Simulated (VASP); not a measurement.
# AlN (F-43m) in VASP: further runs

The runs below take AlN through single point, relaxation of cell and atoms, with PBEsol.

Program: VASP 6.6.1. These are calculated values, not measurements. Logs are shortened: lines on timing, memory, paths and dates and some standing lists are left out, and cuts for length are marked.

## 1. The cell of the first run

Symmetry: F-43m, No. 216, cubic system. Conventional cell: a = 4.377 Å, b = 4.377 Å, c = 4.377 Å, α = 90.00°, β = 90.00°, γ = 90.00°. Within 2.5 Å of Al (site symmetry -43m) lie 4 N at 1.90 Å. N (site symmetry -43m) has 4 Al at 1.90 Å within 2.5 Å.

## 2. Single point, PBEsol

The input, INCAR:

```
PREC     = Accurate       # precision mode
ENCUT    = 520            # plane-wave cutoff, eV
EDIFF    = 1E-6           # SCF threshold, eV
ISMEAR   = -1             # smearing method
SIGMA    = 0.05           # smearing width, eV
LREAL    = F              # projectors in reciprocal space
LASPH    = T              # aspherical terms in the spheres
NELM     = 60             # most SCF steps
ALGO     = Normal         # electronic algorithm
ISIF     = 2              # what is computed and relaxed
LWAVE    = F              # write WAVECAR
LCHARG   = F              # write CHGCAR
GGA      = PS             # functional
NBANDS   = 11             # bands
```

The input, KPOINTS:

```
Automatic mesh
0
Gamma
  18 18 18
```

The input, POSCAR:

```
AlN
1.0
    0.0000000000      2.1886811964      2.1886811964
    2.1886811964      0.0000000000      2.1886811964
    2.1886811964      2.1886811964      0.0000000000
Al N
1 1
Direct
    0.0000000000      0.0000000000      0.0000000000
    0.2500000000      0.2500000000      0.2500000000
```

Potentials or basis: VASP PAW PBE potentials, release 64 (Al, N).

The run is started by

```bash
$ cat potpaw_PBE.64/Al/POTCAR potpaw_PBE.64/N/POTCAR > POTCAR
$ mpirun -np 1 vasp_std > vasp.out
```

OUTCAR:

```text
PREC = Accurate
   ENCUT = 520
   EDIFF = 1E-6
   ISMEAR = -1
   LREAL = F
   LASPH = T
   NELM = 60
   ISIF = 2
   GGA = PS

 ion  position               nearest neighbor table
   1  0.000  0.000  0.000-   2 1.90   2 1.90   2 1.90   2 1.90
   2  0.250  0.250  0.250-   1 1.90   1 1.90   1 1.90   1 1.90

  LATTYP: Found a face centered cubic cell.
 ALAT       =     4.3773623928

  Lattice vectors:

 A1 = (   0.0000000000,   2.1886811964,   2.1886811964)
 A2 = (   2.1886811964,   0.0000000000,   2.1886811964)
 A3 = (   2.1886811964,   2.1886811964,   0.0000000000)

Analysis of symmetry for initial positions (statically):
=====================================================================
 Subroutine PRICEL returns:
 Original cell was already a primitive cell.

 Routine SETGRP: Setting up the symmetry group for a
 face centered cubic supercell.

 Subroutine GETGRP returns: Found 24 space group operations
 (whereof 24 operations were pure point group operations)
 out of a pool of 48 trial point group operations.

The static configuration has the point symmetry T_d .

Analysis of symmetry for dynamics (positions and initial velocities):
=====================================================================
 Subroutine PRICEL returns:
 Original cell was already a primitive cell.

 Routine SETGRP: Setting up the symmetry group for a
 face centered cubic supercell.

 Subroutine GETGRP returns: Found 24 space group operations
 (whereof 24 operations were pure point group operations)
 out of a pool of 48 trial point group operations.

The dynamic configuration has the point symmetry T_d .

 Subroutine INISYM returns: Found 24 space group operations
 (whereof 24 operations are pure point group operations),
 and found     1 'primitive' translations

----------------------------------------------------------------------------------------

                                     Primitive cell

  volume of cell :      20.9690

  direct lattice vectors                    reciprocal lattice vectors
     0.000000000  2.188681196  2.188681196    -0.228448072  0.228448072  0.228448072
     2.188681196  0.000000000  2.188681196     0.228448072 -0.228448072  0.228448072
     2.188681196  2.188681196  0.000000000     0.228448072  0.228448072 -0.228448072

  length of vectors
     3.095262632  3.095262632  3.095262632     0.395683668  0.395683668  0.395683668

[... 79 lines left out ...]
   NELM   =     60;   NELMIN=  2; NELMDL= -5     # of ELM steps
   EDIFF  = 0.1E-05   stopping-criterion for ELM
   LREAL  =      F    real-space projection
   EDIFFG = 0.1E-04   stopping-criterion for IOM
   NSW    =      0    number of steps for IOM
   IBRION =     -1    ionic relax: 0-MD 1-quasi-New 2-CG
   NFREE  =      0    steps in history (QN), initial steepest desc. (CG)
   ISIF   =      2    stress and relaxation
   ISYM   =      2    0-nonsym 1-usesym 2-fastsym
   POTIM  = 0.5000    time-step for ionic-motion
   TEBEG  =    0.0;   TEEND  =   0.0 temperature during run
   PSTRESS=    0.0 pullay stress
   NELECT =       8.0000    total number of electrons
   NUPDOWN=      -1.0000    fix difference up-down
   EMIN   =  10.00;   EMAX   =-10.00  energy-range for DOS
   EFERMI =   0.00;   METHOD = LEGACY
   ISMEAR =    -1;   SIGMA  =   0.05  broadening in eV -4-tet -1-fermi 0-gaus
   EFERMI_NEDOS =   21; number of points for ismear=-14 and -15
   IALGO  =     38    algorithm
   IMIX   =      4    mixing-type and parameters
     AMIX     =   0.40;   BMIX     =  1.00
     AMIX_MAG =   1.60;   BMIX_MAG =  1.00
  volume/ion in A,a.u.               =      10.48        70.75
  Fermi-wavevector in a.u.,A,eV,Ry     =   1.187351  2.243767 19.181514  1.409802
  Thomas-Fermi vector in A             =   2.323504
   LORBIT       =      0    0 simple, 1 ext, 2 COOP (PROOUT), +10 PAW based schemes
   GGA     = PS    functional components
   LHFCALC =     F    Hartree Fock is set to
   AEXX    =    0.0000 exact exchange contribution
   IVDW    =     0    specifies the selected vdW correction
   LEPSILON=     F    determine dielectric tensor
   LRPA    =     F    only Hartree local field effects (RPA)
 non-spin polarized calculation
  energy-cutoff  :      520.00
  volume of cell :       20.97
 maximum number of plane-waves:       588
   NGX = 11   NGY = 11   NGZ = 11

 number of electron       8.0000000 magnetization

 Free energy of the ion-electron system (eV)
  ---------------------------------------------------
  ext. energy  EPLUGINS =         0.00000000
  ---------------------------------------------------
  free energy    TOTEN  =       -15.61137742 eV

  energy without entropy =      -15.61137742  energy(sigma->0) =      -15.61137742

 E-fermi :   6.8266     XC(G=0): -11.1011

 val. band max:        5.8176458614   @ k =   0.0000   0.0000   0.0000
 cond. band min:       9.0014680878   @ k =   0.5000   0.5000   0.0000
 fundamental gap:      3.1838222264
 Fermi energy:         6.8265999276

 k-point     1 :       0.0000    0.0000    0.0000
  band No.  band energies     occupation
      1      -9.1031      2.00000
      2       5.8176      2.00000
      3       5.8176      2.00000
      4       5.8176      2.00000
      5       9.8939      0.00000
      6      18.2235      0.00000
      7      18.2235      0.00000
      8      18.2235      0.00000
      9      23.3538      0.00000
     10      23.3538      0.00000
     11      24.6937      0.00000
[... 309 lines left out ...]
 k-point    24 :      -0.2222    0.0556    0.0000
  band No.  band energies     occupation
      1      -8.2693      2.00000
      2       2.6875      2.00000
      3       5.3237      2.00000
      4       5.6639      2.00000
      5      12.1815      0.00000
      6      16.6522      0.00000
      7      17.8859      0.00000
      8      18.0745      0.00000
      9      21.0403      0.00000
     10      22.4148      0.00000
     11      23.5569      0.00000

 [... further k-points ...]
[... 5 lines left out ...]
  --------------------------------------------------------------------------------------
  -------------------------------------------------------------------------------------
  Total        0.0014429      0.0014429      0.0014429      0.0000000     -0.0000000      0.0000000
  in kB        0.1102466      0.1102466      0.1102466      0.0000000     -0.0000000      0.0000000
  external PRESSURE =       0.1102466 kB  Pullay stress =       0.0000000 kB

 VOLUME and BASIS-vectors are now :
 -----------------------------------------------------------------------------
  energy-cutoff  :      520.00
  volume of cell :       20.97
      direct lattice vectors                 reciprocal lattice vectors
     0.000000000  2.188681196  2.188681196    -0.228448072  0.228448072  0.228448072
     2.188681196  0.000000000  2.188681196     0.228448072 -0.228448072  0.228448072
     2.188681196  2.188681196  0.000000000     0.228448072  0.228448072 -0.228448072

 POSITION                                       TOTAL-FORCE (eV/Angst)
 -----------------------------------------------------------------------------------
      0.00000      0.00000      0.00000        -0.000000     -0.000000     -0.000000
      1.09434      1.09434      1.09434         0.000000      0.000000      0.000000
 -----------------------------------------------------------------------------------
    total drift:                                0.000000      0.000000      0.000000

  FREE ENERGIE OF THE ION-ELECTRON SYSTEM (eV)
  ---------------------------------------------------
  free  energy   TOTEN  =       -15.6113774234 eV

  energy  without entropy=      -15.6113774233  energy(sigma->0) =      -15.61137742
```

stdout:

```text
POSCAR found type information on POSCAR AlN
 POSCAR found :  2 types and       2 ions
 scaLAPACK will be used
 -----------------------------------------------------------------------------
|                                                                             |
|                                                                             |
|     You enforced a specific xc type in the INCAR file but a different       |
|     I HOPE YOU KNOW WHAT YOU ARE DOING!                                     |
|                                                                             |
 -----------------------------------------------------------------------------

 LDA part: xc-table for (Slater+PW92), standard interpolation
 POSCAR, INCAR and KPOINTS ok, starting setup
 FFT: planning ... GRIDC
 FFT: planning ... GRID_SOFT
 FFT: planning ... GRID
 WAVECAR not read
 entering main loop
```

Run time: 39 s. Hardware: 1 thread of AMD EPYC 7R43 (Zen 3), shared host; peak memory 0.13 GiB.

What came out:

* Free energy: -15.6114 eV
* Pressure: 0.0 GPa
* Band gap on the k mesh: 3.18 eV, indirect (least direct gap 4.08 eV)

Caveat: the PAW data sets were made with another functional, which shifts forces and pressure a little.

[end of part 1 of 2]
